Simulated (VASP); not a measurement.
# SiC (Moissanite 3C) (F-43m) in VASP: a series of runs

The runs below take SiC (Moissanite 3C) through single point, with r2SCAN+rVV10, PBE.

Program: VASP 6.6.1. These are calculated values, not measurements. Logs are shortened: lines on timing, memory, paths and dates and some standing lists are left out, and cuts for length are marked.

### 1 The cell of the first run

Symmetry: F-43m, No. 216, cubic system. The conventional cell has a = 4.387 Å, b = 4.387 Å, c = 4.387 Å, α = 90.00°, β = 90.00°, γ = 90.00°. Within 2.5 Å of Si (site symmetry -43m) lie 4 C at 1.90 Å. Within 2.5 Å of C (site symmetry -43m) lie 4 Si at 1.90 Å.

### 2 Single point, r2SCAN+rVV10

POSCAR

```
SiC
1.0
    0.0000000000      2.1934308841      2.1934308841
    2.1934308841      0.0000000000      2.1934308841
    2.1934308841      2.1934308841      0.0000000000
Si C
1 1
Direct
    0.0000000000      0.0000000000      0.0000000000
    0.7500000000      0.7500000000      0.7500000000
```

INCAR.step1

```
PREC = Accurate
ENCUT = 660
ISMEAR = -1
SIGMA = 0.05
LREAL = F
LASPH = T
NELM = 120
NBANDS = 11
GGA = PE
ALGO = Normal
EDIFF = 1E-5
LWAVE = T
LCHARG = F
GGA_COMPAT = F
```

INCAR.step2

```
PREC = Accurate
ENCUT = 660
EDIFF = 1E-6
ISMEAR = -1
SIGMA = 0.05
LREAL = F
LASPH = T
NELM = 120
ALGO = Normal
ISIF = 2
LWAVE = F
LCHARG = F
METAGGA = R2SCAN
LMIXTAU = T
LUSE_VDW = T
IVDW_NL = 2
BPARAM = 11.95
CPARAM = 0.0093
NBANDS = 11
ISTART = 1
GGA_COMPAT = F
```

KPOINTS

```
regular mesh
0
Gamma
  10 10 10
```

Potentials or basis: VASP PAW PBE potentials, release 64 (Si, C).

The run is started by

```
$ cat potpaw_PBE.64/Si/POTCAR potpaw_PBE.64/C/POTCAR > POTCAR
$ cp INCAR.step1 INCAR
$ mpirun -np 1 vasp_std > vasp.out
$ cp INCAR.step2 INCAR
$ mpirun -np 1 vasp_std > vasp.out
```

OUTCAR:

```text
PREC = Accurate
   ENCUT = 660
   EDIFF = 1E-6
   ISMEAR = -1
   LREAL = F
   LASPH = T
   NELM = 120
   ISIF = 2
   METAGGA = R2SCAN
   IVDW_NL = 2
   BPARAM = 11.95
   ISTART = 1

 ion  position               nearest neighbor table
   1  0.000  0.000  0.000-   2 1.90   2 1.90   2 1.90   2 1.90
   2  0.750  0.750  0.750-   1 1.90   1 1.90   1 1.90   1 1.90

  LATTYP: Found a face centered cubic cell.
 ALAT       =     4.3868617682

  Lattice vectors:

 A1 = (   0.0000000000,   2.1934308841,   2.1934308841)
 A2 = (   2.1934308841,   0.0000000000,   2.1934308841)
 A3 = (   2.1934308841,   2.1934308841,   0.0000000000)

Analysis of symmetry for initial positions (statically):
=====================================================================
 Subroutine PRICEL returns:
 Original cell was already a primitive cell.

 Routine SETGRP: Setting up the symmetry group for a
 face centered cubic supercell.

 Subroutine GETGRP returns: Found 24 space group operations
 (whereof 24 operations were pure point group operations)
 out of a pool of 48 trial point group operations.

The static configuration has the point symmetry T_d .

Analysis of symmetry for dynamics (positions and initial velocities):
=====================================================================
 Subroutine PRICEL returns:
 Original cell was already a primitive cell.

 Routine SETGRP: Setting up the symmetry group for a
 face centered cubic supercell.

 Subroutine GETGRP returns: Found 24 space group operations
 (whereof 24 operations were pure point group operations)
 out of a pool of 48 trial point group operations.

The dynamic configuration has the point symmetry T_d .

 Subroutine INISYM returns: Found 24 space group operations
 (whereof 24 operations are pure point group operations),
 and found     1 'primitive' translations

----------------------------------------------------------------------------------------

                                     Primitive cell

  volume of cell :      21.1058

  direct lattice vectors                    reciprocal lattice vectors
     0.000000000  2.193430884  2.193430884    -0.227953387  0.227953387  0.227953387
     2.193430884  0.000000000  2.193430884     0.227953387 -0.227953387  0.227953387
     2.193430884  2.193430884  0.000000000     0.227953387  0.227953387 -0.227953387

  length of vectors
     3.101979704  3.101979704  3.101979704     0.394826849  0.394826849  0.394826849

  position of ions in fractional coordinates (direct lattice)
     0.000000000  0.000000000  0.000000000
     0.750000000  0.750000000  0.750000000

  ion indices of the primitive-cell ions
   primitive index   ion index
                 1           1
                 2           2

----------------------------------------------------------------------------------------

 KPOINTS: regular mesh

Automatic generation of k-mesh.
 Grid dimensions read from file:
 generate k-points for:   10   10   10

 Generating k-lattice:

  Cartesian coordinates                     Fractional coordinates (reciprocal lattice)
    -0.022795339  0.022795339  0.022795339     0.100000000  0.000000000  0.000000000
     0.022795339 -0.022795339  0.022795339     0.000000000  0.100000000  0.000000000
     0.022795339  0.022795339 -0.022795339     0.000000000  0.000000000  0.100000000

  Length of vectors
     0.039482685  0.039482685  0.039482685

  Shift w.r.t. Gamma in fractional coordinates (k-lattice)
     0.000000000  0.000000000  0.000000000

 Subroutine IBZKPT returns following result:
 ===========================================

 Found     47 irreducible k-points:

 Following reciprocal coordinates:
            Coordinates               Weight
  0.000000  0.000000  0.000000      1.000000
  0.100000  0.000000  0.000000      8.000000
  0.200000  0.000000  0.000000      8.000000
  0.300000  0.000000  0.000000      8.000000
  0.400000  0.000000  0.000000      8.000000
  0.500000  0.000000  0.000000      4.000000
[... 16 lines left out ...]
  0.300000  0.300000  0.000000      6.000000
  0.400000  0.300000  0.000000     24.000000
 [... further k-points ...]
   k-points           NKPTS =     47   k-points in BZ     NKDIM =     47   number of bands    NBANDS=     11
   number of dos      NEDOS =    301   number of ions     NIONS =      2
   total plane-waves  NPLWV =  21952
   dimension x,y,z NGX =    28 NGY =   28 NGZ =   28
   dimension x,y,z NGXF=    56 NGYF=   56 NGZF=   56
   ions per type =               1   1
   NGX,Y,Z   is equivalent  to a cutoff of  15.01, 15.01, 15.01 a.u.
   NGXF,Y,Z  is equivalent  to a cutoff of  30.01, 30.01, 30.01 a.u.
 SYSTEM =  unknown system
   PREC   = accura    normal or accurate (medium, high low for compatibility)
   ISTART =      1    job   : 0-new  1-cont  2-samecut
   ICHARG =      0    charge: 1-file 2-atom 10-const
   ISPIN  =      1    spin polarized calculation?
   LNONCOLLINEAR =      F non collinear calculations
   LSORBIT =      F    spin-orbit coupling
   LASPH  =      T    aspherical Exc in radial PAW
   ENCUT  =  660.0 eV  48.51 Ry    6.96 a.u.   6.50  6.50  6.50*2*pi/ulx,y,z
   NELM   =    120;   NELMIN=  2; NELMDL=  0     # of ELM steps
   EDIFF  = 0.1E-05   stopping-criterion for ELM
   LREAL  =      F    real-space projection
   EDIFFG = 0.1E-04   stopping-criterion for IOM
   NSW    =      0    number of steps for IOM
   IBRION =     -1    ionic relax: 0-MD 1-quasi-New 2-CG
   NFREE  =      0    steps in history (QN), initial steepest desc. (CG)
   ISIF   =      2    stress and relaxation
   ISYM   =      2    0-nonsym 1-usesym 2-fastsym
   POTIM  = 0.5000    time-step for ionic-motion
   TEBEG  =    0.0;   TEEND  =   0.0 temperature during run
   PSTRESS=    0.0 pullay stress
   NELECT =       8.0000    total number of electrons
   NUPDOWN=      -1.0000    fix difference up-down
   EMIN   =  10.00;   EMAX   =-10.00  energy-range for DOS
   EFERMI =   0.00;   METHOD = LEGACY
   ISMEAR =    -1;   SIGMA  =   0.05  broadening in eV -4-tet -1-fermi 0-gaus
   EFERMI_NEDOS =   21; number of points for ismear=-14 and -15
   IALGO  =     38    algorithm
   IMIX   =      4    mixing-type and parameters
     AMIX     =   0.40;   BMIX     =  1.00
     AMIX_MAG =   1.60;   BMIX_MAG =  1.00
  volume/ion in A,a.u.               =      10.55        71.21
  Fermi-wavevector in a.u.,A,eV,Ry     =   1.184780  2.238909 19.098532  1.403703
  Thomas-Fermi vector in A             =   2.320987
   LORBIT       =      0    0 simple, 1 ext, 2 COOP (PROOUT), +10 PAW based schemes
   METAGGA = R2SCAN    functional components
   LHFCALC =     F    Hartree Fock is set to
   AEXX    =    0.0000 exact exchange contribution
   IVDW_NL    =     2    kernel type
   BPARAM     =11.9500
   IVDW    =     0    specifies the selected vdW correction
   LEPSILON=     F    determine dielectric tensor
   LRPA    =     F    only Hartree local field effects (RPA)
 non-spin polarized calculation
  energy-cutoff  :      660.00
  volume of cell :       21.11
 maximum number of plane-waves:       869
 NGX is ok and might be reduce to    28
   NGX = 13   NGY = 13   NGZ = 13

 number of electron       8.0000000 magnetization

 Free energy of the ion-electron system (eV)
  ---------------------------------------------------
  ext. energy  EPLUGINS =         0.00000000
  ---------------------------------------------------
  free energy    TOTEN  =       -19.21782862 eV

  energy without entropy =      -19.21782862  energy(sigma->0) =      -19.21782862

 E-fermi :   8.6372     XC(G=0): -11.8753

 val. band max:        7.7601840087   @ k =   0.0000   0.0000   0.0000
 cond. band min:       9.4646922617   @ k =   0.5000   0.5000   0.0000
 fundamental gap:      1.7045082530
 Fermi energy:         8.6371544454

 k-point     1 :       0.0000    0.0000    0.0000
  band No.  band energies     occupation
      1      -8.2727      2.00000
      2       7.7602      2.00000
      3       7.7602      2.00000
      4       7.7602      2.00000
      5      14.3221      0.00000
      6      15.4539      0.00000
      7      15.4539      0.00000
      8      15.4539      0.00000
      9      22.8412      0.00000
     10      22.8412      0.00000
     11      25.1414      0.00000

 k-point     2 :       0.1000    0.0000    0.0000
  band No.  band energies     occupation
      1      -8.0733      2.00000
      2       6.7115      2.00000
      3       7.6208      2.00000
      4       7.6208      2.00000
      5      14.6101      0.00000
      6      15.7100      0.00000
      7      15.7100      0.00000
      8      15.7656      0.00000
      9      21.9138      0.00000
     10      21.9138      0.00000
     11      24.9121      0.00000

 k-point     3 :       0.2000    0.0000    0.0000
  band No.  band energies     occupation
      1      -7.4850      2.00000
      2       4.5172      2.00000
      3       7.3000      2.00000
      4       7.3000      2.00000
      5      14.3295      0.00000
      6      16.0942      0.00000
      7      16.0942      0.00000
      8      17.0845      0.00000
      9      21.2515      0.00000
     10      21.2515      0.00000
     11      23.9733      0.00000
[... 267 lines left out ...]
 k-point    23 :       0.3000    0.3000    0.0000
  band No.  band energies     occupation
      1      -5.9613      2.00000
      2       3.1944      2.00000
      3       5.3140      2.00000
      4       5.3140      2.00000
      5      11.3095      0.00000
      6      13.7952      0.00000
      7      19.9309      0.00000
      8      19.9309      0.00000
      9      20.8495      0.00000
     10      25.5561      0.00000
     11      30.4093      0.00000

 k-point    24 :       0.4000    0.3000    0.0000
  band No.  band energies     occupation
      1      -5.0883      2.00000
      2       1.9429      2.00000
      3       4.5210      2.00000
      4       5.0411      2.00000
      5      11.0061      0.00000
      6      13.8052      0.00000
      7      20.0181      0.00000
      8      20.3533      0.00000
      9      22.3326      0.00000
     10      26.6445      0.00000
     11      29.9140      0.00000

 [... further k-points ...]

------------------------ aborting loop because EDIFF is reached ----------------------------------------

  FORCE on cell =-STRESS in cart. coord.  units (eV):
  Direction    XX          YY          ZZ          XY          YZ          ZX
  --------------------------------------------------------------------------------------
  -------------------------------------------------------------------------------------
  Total       -0.7276788     -0.7276788     -0.7276788      0.0000000      0.0000000     -0.0000000
  in kB      -55.2393340    -55.2393340    -55.2393340      0.0000000      0.0000000     -0.0000000
  external PRESSURE =     -55.2393340 kB  Pullay stress =       0.0000000 kB

 VOLUME and BASIS-vectors are now :
 -----------------------------------------------------------------------------
  energy-cutoff  :      660.00
  volume of cell :       21.11
      direct lattice vectors                 reciprocal lattice vectors
     0.000000000  2.193430884  2.193430884    -0.227953387  0.227953387  0.227953387
     2.193430884  0.000000000  2.193430884     0.227953387 -0.227953387  0.227953387
     2.193430884  2.193430884  0.000000000     0.227953387  0.227953387 -0.227953387

 POSITION                                       TOTAL-FORCE (eV/Angst)
 -----------------------------------------------------------------------------------
      0.00000      0.00000      0.00000        -0.000000     -0.000000     -0.000000
      3.29015      3.29015      3.29015         0.000000      0.000000      0.000000
 -----------------------------------------------------------------------------------
    total drift:                                0.000000      0.000000      0.000000

  FREE ENERGIE OF THE ION-ELECTRON SYSTEM (eV)
  ---------------------------------------------------
  free  energy   TOTEN  =       -19.2178286238 eV

  energy  without entropy=      -19.2178286232  energy(sigma->0) =      -19.21782862
```

Run time: 65 s. Hardware: 1 thread of Intel Xeon 6975P-C, shared host; peak memory 0.26 GiB.

What came out:

```
Free energy            : -19.2178 eV
Pressure               : -5.5 GPa
Band gap on the k mesh : 1.70 eV, indirect (least direct gap 5.00 eV)
```

Caveat: the PAW data sets were made with another functional, which shifts forces and pressure a little. r2SCAN opens gaps a little over a GGA but as a rule still falls short of measured ones.

### 3 Single point, r2SCAN+rVV10

This run uses another cell than the first one, of 10.76 Å³/atom, 1.020 times its volume.

POSCAR

```
SiC
1.0
    0.0000000000      2.2076743409      2.2076743409
    2.2076743409      0.0000000000      2.2076743409
    2.2076743409      2.2076743409      0.0000000000
Si C
1 1
Direct
    0.0000000000      0.0000000000      0.0000000000
    0.7500000000      0.7500000000      0.7500000000
```

INCAR.step1

```
SYSTEM = SiC
PREC = Accurate
ENCUT = 660
ISMEAR = -1
SIGMA = 0.05
LREAL = .False.
LASPH = .True.
NELM = 120
NBANDS = 11
GGA = PE
ALGO = Normal
EDIFF = 1E-5
LWAVE = .True.
LCHARG = .False.
GGA_COMPAT = .False.
```

INCAR.step2

```
SYSTEM = SiC
PREC = Accurate
ENCUT = 660
EDIFF = 1E-6
ISMEAR = -1
SIGMA = 0.05
LREAL = .False.
LASPH = .True.
NELM = 120
ALGO = Normal
ISIF = 2
LWAVE = .False.
LCHARG = .False.
METAGGA = R2SCAN
LMIXTAU = .True.
LUSE_VDW = .True.
IVDW_NL = 2
BPARAM = 11.95
CPARAM = 0.0093
NBANDS = 11
ISTART = 1
GGA_COMPAT = .False.
```

KPOINTS

```
regular mesh
0
Gamma
  10 10 10
  0 0 0
```

Potentials or basis: VASP PAW PBE potentials, release 64 (Si, C).

The run is started by

```
$ cat potpaw_PBE.64/Si/POTCAR potpaw_PBE.64/C/POTCAR > POTCAR
$ cp INCAR.step1 INCAR
$ mpirun -np 1 vasp_std > vasp.out
$ cp INCAR.step2 INCAR
$ mpirun -np 1 vasp_std > vasp.out
```

It took 70 s on 1 thread of Intel Xeon 6975P-C, shared host; peak memory 0.26 GiB.

Results (log left out):

```yaml
Free_energy: -19.1990 eV
Pressure: -9.4 GPa
Band_gap_on_the_k_mesh: 1.72 eV, indirect (least direct gap 4.98 eV)
```

Levels at points of the mesh, in eV from the valence-band top:
| k point | band 1 | band 2 | band 3 | band 4 | band 5 | band 6 | band 7 | band 8 |
| --- | --- | --- | --- | --- | --- | --- | --- | --- |
| (0.00, 0.00, 0.00) | -15.88 | 0.00 | 0.00 | 0.00 | 6.32 | 7.55 | 7.55 | 7.55 |
| (0.50, 0.00, 0.00) | -12.39 | -8.62 | -1.10 | -1.10 | 5.60 | 7.56 | 7.56 | 10.68 |
| (0.50, 0.50, 0.00) | -10.97 | -7.94 | -3.26 | -3.26 | 1.72 | 4.64 | 14.63 | 14.63 |

Caveat: the PAW data sets were made with another functional, which shifts forces and pressure a little.

(Continued in part 2 of 2.)
